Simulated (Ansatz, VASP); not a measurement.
## One calculation of Pb, two programs

```
CELL_PARAMETERS angstrom
3.50305 0.00000 0.00000
-1.75152 3.03373 0.00000
0.00000 0.00000 5.62702
ATOMIC_POSITIONS crystal
Pb 0.33333 0.66667 0.25000
Pb 0.66667 0.33333 0.75000
```

Change from the starting cell: volume scaled by 1.02.

Alike in both runs: task single point; functional PBEsol; k mesh 12 × 12 × 7; occupations fermi-dirac, width 0.05 eV; no spin polarisation.

```csv
,VASP,Ansatz
version,VASP 6.6.1,Ansatz 0.2.0
potentials or method,"VASP PAW PBE potentials, release 64 (Pb_d), cutoff 520 eV","all-electron LAPW, scalar-relativistic"
```

```csv
,VASP,Ansatz,Ansatz less VASP
pressure (GPa),-0.1,-0.1,+0.08
"traceless stress, the component that is largest in VASP (GPa)",0.28,0.25,-0.025
```

VASP's potentials were made for PBE, not for PBEsol. Ansatz ran all-electron here, and VASP with PAW potentials.

Neither program's run includes spin-orbit coupling.
